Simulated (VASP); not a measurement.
# Ti (Fm-3m) in VASP: notebook

Runs on Ti. Level: PBEsol. Tasks: single point.

Everything below comes from runs of VASP 6.6.1. Logs are shortened: lines on timing, memory, paths and dates and some standing lists are left out, and cuts for length are marked.

## (1) The cell of the first run

The structure is cubic, space group Fm-3m (No. 225). Conventional cell: a = 3.938 Å, b = 3.938 Å, c = 3.938 Å, α = 90.00°, β = 90.00°, γ = 90.00°. Within 3.7 Å of Ti (site symmetry m-3m) lie 12 Ti at 2.78 Å.

## (2) Single point, PBEsol (strain -0.030 along x and y, -0.030 along z)

File INCAR:

```
PREC = Accurate ; ENCUT = 520
EDIFF = 1E-7 ; ISMEAR = 0
SIGMA = 0.15 ; LREAL = F
LASPH = T ; NELM = 60
ALGO = Normal ; ISIF = 2
LWAVE = F ; LCHARG = F
GGA = PS ; NBANDS = 12
```

File KPOINTS:

```
regular mesh
0
Gamma
  20 20 20
```

File POSCAR:

```
Ti
1.0
    0.0000000000      1.9691000000      1.9691000000
    1.9691000000      0.0000000000      1.9691000000
    1.9691000000      1.9691000000      0.0000000000
Ti
1
Direct
    0.0000000000      0.0000000000      0.0000000000
```

Potentials or basis: VASP PAW PBE potentials, release 64 (Ti_sv).

On the command line:

```bash
$ cat potpaw_PBE.64/Ti_sv/POTCAR > POTCAR
$ mpirun -np 1 vasp_std > vasp.out
```

OUTCAR:

```text
PREC = Accurate
   ENCUT = 520
   EDIFF = 1E-7
   ISMEAR = 0
   LREAL = F
   LASPH = T
   NELM = 60
   ISIF = 2
   GGA = PS

 ion  position               nearest neighbor table
   1  0.000  0.000  0.000-

  LATTYP: Found a face centered cubic cell.
 ALAT       =     3.9382000000

  Lattice vectors:

 A1 = (   0.0000000000,   1.9691000000,   1.9691000000)
 A2 = (   1.9691000000,   0.0000000000,   1.9691000000)
 A3 = (   1.9691000000,   1.9691000000,   0.0000000000)

Analysis of symmetry for initial positions (statically):
=====================================================================
 Subroutine PRICEL returns:
 Original cell was already a primitive cell.

 Routine SETGRP: Setting up the symmetry group for a
 face centered cubic supercell.

 Subroutine GETGRP returns: Found 48 space group operations
 (whereof 48 operations were pure point group operations)
 out of a pool of 48 trial point group operations.

The static configuration has the point symmetry O_h .

Analysis of symmetry for dynamics (positions and initial velocities):
=====================================================================
 Subroutine PRICEL returns:
 Original cell was already a primitive cell.

 Routine SETGRP: Setting up the symmetry group for a
 face centered cubic supercell.

 Subroutine GETGRP returns: Found 48 space group operations
 (whereof 48 operations were pure point group operations)
 out of a pool of 48 trial point group operations.

The dynamic configuration has the point symmetry O_h .

 Subroutine INISYM returns: Found 48 space group operations
 (whereof 48 operations are pure point group operations),
 and found     1 'primitive' translations

----------------------------------------------------------------------------------------

                                     Primitive cell

  volume of cell :      15.2698

  direct lattice vectors                    reciprocal lattice vectors
     0.000000000  1.969100000  1.969100000    -0.253923112  0.253923112  0.253923112
     1.969100000  0.000000000  1.969100000     0.253923112 -0.253923112  0.253923112
     1.969100000  1.969100000  0.000000000     0.253923112  0.253923112 -0.253923112

  length of vectors
     2.784727926  2.784727926  2.784727926     0.439807731  0.439807731  0.439807731

  position of ions in fractional coordinates (direct lattice)
     0.000000000  0.000000000  0.000000000

  ion indices of the primitive-cell ions
   primitive index   ion index
                 1           1

----------------------------------------------------------------------------------------
[... 76 lines left out ...]
   ISIF   =      2    stress and relaxation
   ISYM   =      2    0-nonsym 1-usesym 2-fastsym
   POTIM  = 0.5000    time-step for ionic-motion
   TEBEG  =    0.0;   TEEND  =   0.0 temperature during run
   PSTRESS=    0.0 pullay stress
   NELECT =      12.0000    total number of electrons
   NUPDOWN=      -1.0000    fix difference up-down
   EMIN   =  10.00;   EMAX   =-10.00  energy-range for DOS
   EFERMI =   0.00;   METHOD = LEGACY
   ISMEAR =     0;   SIGMA  =   0.15  broadening in eV -4-tet -1-fermi 0-gaus
   EFERMI_NEDOS =   21; number of points for ismear=-14 and -15
   IALGO  =     38    algorithm
   IMIX   =      4    mixing-type and parameters
     AMIX     =   0.40;   BMIX     =  1.00
     AMIX_MAG =   1.60;   BMIX_MAG =  1.00
  volume/ion in A,a.u.               =      15.27       103.05
  Fermi-wavevector in a.u.,A,eV,Ry     =   1.510744  2.854892 31.053212  2.282347
  Thomas-Fermi vector in A             =   2.620893
   LORBIT       =      0    0 simple, 1 ext, 2 COOP (PROOUT), +10 PAW based schemes
   GGA     = PS    functional components
   LHFCALC =     F    Hartree Fock is set to
   AEXX    =    0.0000 exact exchange contribution
   IVDW    =     0    specifies the selected vdW correction
   LEPSILON=     F    determine dielectric tensor
   LRPA    =     F    only Hartree local field effects (RPA)
 non-spin polarized calculation
 Gauss-broadening in eV      SIGMA  =   0.15
  energy-cutoff  :      520.00
  volume of cell :       15.27
 maximum number of plane-waves:       424
 NGX is ok and might be reduce to    24
   NGX = 11   NGY = 11   NGZ = 11

 number of electron      12.0000000 magnetization

 Free energy of the ion-electron system (eV)
  ---------------------------------------------------
  ext. energy  EPLUGINS =         0.00000000
  ---------------------------------------------------
  free energy    TOTEN  =        -8.24646256 eV

  energy without entropy =       -8.23025352  energy(sigma->0) =       -8.23835804

 E-fermi :   9.5285     XC(G=0): -12.2652

 val. band max:        9.5277567245   @ k =  -0.2500   0.2500   0.1000
 cond. band min:       9.5301939353   @ k =   0.3000   0.0000   0.0000
 fundamental gap:      0.0024372107
 Fermi energy:         9.5285358547

 k-point     1 :       0.0000    0.0000    0.0000
  band No.  band energies     occupation
      1     -46.7492      2.00000
      2     -22.5163      2.00000
      3     -22.5163      2.00000
      4     -22.5163      2.00000
      5       3.1500      2.00000
      6      10.4728      0.00000
      7      10.4728      0.00000
      8      10.4728      0.00000
      9      12.4105      0.00000
     10      12.4105      0.00000
     11      25.5095      0.00000
     12      30.5923      0.00000
[... 331 lines left out ...]
 k-point    24 :      -0.3500    0.0500    0.0000
  band No.  band energies     occupation
      1     -46.5728      2.00000
      2     -23.3718      2.00000
      3     -22.6504      2.00000
      4     -22.6165      2.00000
      5       6.3703      2.00000
      6       9.7032      0.09958
      7      10.4398      0.00000
      8      10.5354      0.00000
      9      13.0418      0.00000
     10      13.5109      0.00000
     11      20.9352      0.00000
     12      25.4581      0.00000

 [... further k-points ...]
[... 5 lines left out ...]
  --------------------------------------------------------------------------------------
  -------------------------------------------------------------------------------------
  Total        1.0800019      1.0800019      1.0800019      0.0000000     -0.0000000     -0.0000000
  in kB      113.3187491    113.3187491    113.3187491      0.0000000     -0.0000000     -0.0000000
  external PRESSURE =     113.3187491 kB  Pullay stress =       0.0000000 kB

 VOLUME and BASIS-vectors are now :
 -----------------------------------------------------------------------------
  energy-cutoff  :      520.00
  volume of cell :       15.27
      direct lattice vectors                 reciprocal lattice vectors
     0.000000000  1.969100000  1.969100000    -0.253923112  0.253923112  0.253923112
     1.969100000  0.000000000  1.969100000     0.253923112 -0.253923112  0.253923112
     1.969100000  1.969100000  0.000000000     0.253923112  0.253923112 -0.253923112

 POSITION                                       TOTAL-FORCE (eV/Angst)
 -----------------------------------------------------------------------------------
      0.00000      0.00000      0.00000        -0.000000      0.000000      0.000000
 -----------------------------------------------------------------------------------
    total drift:                               -0.000000      0.000000      0.000000

  FREE ENERGIE OF THE ION-ELECTRON SYSTEM (eV)
  ---------------------------------------------------
  free  energy   TOTEN  =        -8.2464625583 eV

  energy  without entropy=       -8.2302535165  energy(sigma->0) =       -8.23835804
```

Wall time 16 s (1 thread of Intel Xeon 6975P-C (Granite Rapids), shared host); peak memory 0.17 GiB.

What came out:

```
Free energy            : -8.2465 eV
Pressure               : 11.3 GPa
Band gap on the k mesh : zero (band 6 reaches 10.47 eV, above the bottom of band 7 at 9.11 eV)
```

Caveat: the cell differs from its parent crystal (strain -0.030 along x and y, -0.030 along z); the PAW data sets were made with another functional, which shifts forces and pressure a little.

## (3) Single point, PBEsol (strain -0.015 along x and y, -0.015 along z)

File INCAR:

```
SYSTEM = Ti
ALGO = Normal
EDIFF = 1E-6
ENCUT = 520
GGA = PS
ISIF = 2
ISMEAR = 0
LASPH = .True.
LCHARG = .False.
LREAL = .False.
LWAVE = .False.
NBANDS = 12
NELM = 100
PREC = Accurate
SIGMA = 0.15
```

File KPOINTS:

```
k-points
0
Gamma
  20 20 20
  0 0 0
```

File POSCAR:

```
Ti
1.0
    0.0000000000      1.9995500000      1.9995500000
    1.9995500000      0.0000000000      1.9995500000
    1.9995500000      1.9995500000      0.0000000000
Ti
1
Direct
    0.0000000000      0.0000000000      0.0000000000
```

Potentials or basis: VASP PAW PBE potentials, release 64 (Ti_sv).

On the command line:

```bash
$ cat potpaw_PBE.64/Ti_sv/POTCAR > POTCAR
$ mpirun -np 1 vasp_std > vasp.out
```

It took 14 s on 1 thread of Intel Xeon 6975P-C (Granite Rapids), shared host; peak memory 0.17 GiB.

It converged, with:

| Property | Result |
| --- | --- |
| Free energy | -8.2828 eV |
| Pressure | 4.9 GPa |
| Band gap on the k mesh | zero (band 6 reaches 9.92 eV, above the bottom of band 7 at 8.59 eV) |

Levels at points of the mesh, in eV from the Fermi level:
```csv
k point,band 2,band 3,band 4,band 5,band 6,band 7,band 8,band 9,band 10,band 11
"(0.00, 0.00, 0.00)",-32.19,-32.19,-32.19,-6.29,0.92,0.92,0.92,2.74,2.74,15.73
"(0.50, 0.00, 0.00)",-33.07,-32.30,-32.30,-2.79,0.78,0.78,0.87,3.96,3.96,9.08
"(0.50, 0.50, 0.00)",-33.01,-32.49,-32.49,-2.89,-1.95,3.24,3.95,4.29,4.29,11.56
```

Caveat: the cell differs from its parent crystal (strain -0.015 along x and y, -0.015 along z); the PAW data sets were made with another functional, which shifts forces and pressure a little.

## (4) Single point, PBEsol (strain +0.015 along x and y, +0.015 along z)

File INCAR:

```
SYSTEM = Ti
ALGO     = Fast           ! electronic algorithm
EDIFF    = 1E-6           ! SCF threshold, eV
ENCUT    = 520            ! plane-wave cutoff, eV
GGA      = PS             ! functional
ISIF     = 2              ! what is computed and relaxed
ISMEAR   = 0              ! smearing method
LASPH    = .True.         ! aspherical terms in the spheres
LCHARG   = .False.        ! write CHGCAR
LREAL    = .False.        ! projectors in reciprocal space
LWAVE    = .False.        ! write WAVECAR
NBANDS   = 12             ! bands
NELM     = 60             ! most SCF steps
PREC     = Accurate       ! precision mode
SIGMA    = 0.15           ! smearing width, eV
```

KPOINTS is that of step 3.

File POSCAR:

```
Ti
1.0
    0.0000000000      2.0604500000      2.0604500000
    2.0604500000      0.0000000000      2.0604500000
    2.0604500000      2.0604500000      0.0000000000
Ti
1
Direct
    0.0000000000      0.0000000000      0.0000000000
```

On the command line:

```bash
$ cat potpaw_PBE.64/Ti_sv/POTCAR > POTCAR
$ mpirun -np 1 vasp_std > vasp.out
```

It took 29 s on 1 thread of Intel Xeon 6975P-C (Granite Rapids), shared host; peak memory 0.17 GiB.

Results (log left out):

* Free energy: -8.2789 eV
* Pressure: -5.2 GPa
* Band gap on the k mesh: zero (band 6 reaches 8.89 eV, above the bottom of band 7 at 7.64 eV)

Levels at points of the mesh, in eV from the Fermi level:
| k point | band 4 | band 5 | band 6 | band 7 | band 8 | band 9 |
| --- | --- | --- | --- | --- | --- | --- |
| (0.00, 0.00, 0.00) | -32.45 | -6.08 | 0.87 | 0.87 | 0.87 | 2.48 |
| (0.50, 0.00, 0.00) | -32.54 | -2.58 | 0.63 | 0.75 | 0.75 | 3.55 |
| (0.50, 0.50, 0.00) | -32.69 | -2.56 | -1.69 | 2.81 | 3.54 | 3.83 |

Caveat: the cell differs from its parent crystal (strain +0.015 along x and y, +0.015 along z); the PAW data sets were made with another functional, which shifts forces and pressure a little.

## (5) Overview

```tsv
cell	gap on the mesh (eV)	pressure (GPa)
a = 2.785 Å, angles 60.0°, 1 atom	none	11.3
a = 2.828 Å, angles 60.0°, 1 atom	none	4.9
a = 2.914 Å, angles 60.0°, 1 atom	none	-5.2
```

Alike in all rows: task single point; level PBEsol; potentials or basis VASP PAW PBE potentials, release 64 (Ti_sv); no spin polarisation; k mesh 20 × 20 × 20; cutoff (eV) 520; smearing gaussian 0.15 eV.

Caveats: the PAW data sets were made with another functional, which shifts forces and pressure a little.

Absolute energies hang on the potentials; compare differences alone.
